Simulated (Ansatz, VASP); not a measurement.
# Two plane-wave programs on W

INCAR

```
SYSTEM = W
  ALGO = Normal
  EDIFF = 1E-6
  ENCUT = 400
  GGA = PE
  GGA_COMPAT = .False.
  ISIF = 2
  ISMEAR = -1
  LASPH = .True.
  LCHARG = .False.
  LREAL = .False.
  LWAVE = .False.
  NBANDS = 51
  NELM = 120
  NELMDL = -8
  PREC = Accurate
  SIGMA = 0.08
```

The input KPOINTS:

```
k-points
0
Gamma
  11 11 1
  0 0 0
```

Contents of POSCAR:

```
W
1.0
    3.1834185691      0.0000000000      0.0000000000
    0.0000000000      3.1834185691      0.0000000000
    0.0000000000      0.0000000000     23.9585000000
W
6
Direct
    0.2500000000      0.2500000000      0.3404682266
    0.7500000000      0.7500000000      0.3990730859
    0.2500000000      0.2500000000      0.4678512158
    0.7500000000      0.7500000000      0.5321487800
    0.2500000000      0.2500000000      0.6009269156
    0.7500000000      0.7500000000      0.6595317761
```

Input for Ansatz:

```yaml
crystal:
  lattice:
    - [3.1834185691, 0.0, 0.0]
    - [0.0, 3.1834185691, 0.0]
    - [0.0, 0.0, 23.9585]
  atoms:
    - { symbol: W, position: [0.25, 0.25, 0.3404682266] }
    - { symbol: W, position: [0.75, 0.75, 0.3990730859] }
    - { symbol: W, position: [0.25, 0.25, 0.4678512158] }
    - { symbol: W, position: [0.75, 0.75, 0.53214878] }
    - { symbol: W, position: [0.25, 0.25, 0.6009269156] }
    - { symbol: W, position: [0.75, 0.75, 0.6595317761] }
kpoints:
  mp_grid: { grid: [11, 11, 1] }
scf:
  occupations: { method: fermi_dirac, width: 0.08 }
hamiltonian:
  xc: pbe
  pseudopotentials: { kind: paw }
output:
  forces: true
  stress: true
  eigenvalues: true
  core_levels: { shells: { W: ["4f"] }, counted_from: fermi_level, add_spin: false }
```

Alike in both runs: task single point; functional PBE; k mesh 11 × 11 × 1; occupations fermi-dirac, width 0.08 eV; no spin polarisation.

|  | VASP | Ansatz |
| --- | --- | --- |
| version | VASP 6.6.1 | Ansatz 0.2.0 |
| potentials or method | VASP PAW PBE potentials, release 64 (W_sv) | PAW with Ansatz's default frozen-core files, scalar-relativistic |
| plane-wave cutoff (eV) | 400 | 420 |
| valence electrons in the cell | 84 | 84 |

Ansatz gave:

| Quantity | Value |
| --- | --- |
| rms of the force components (eV/Å) | 0.003 |

Which values does VASP return?

rms of the force components (eV/Å): 0.015.

Atom by atom the forces differ by 0.016 eV/Å (rms over components).

Spin-orbit coupling is off throughout.
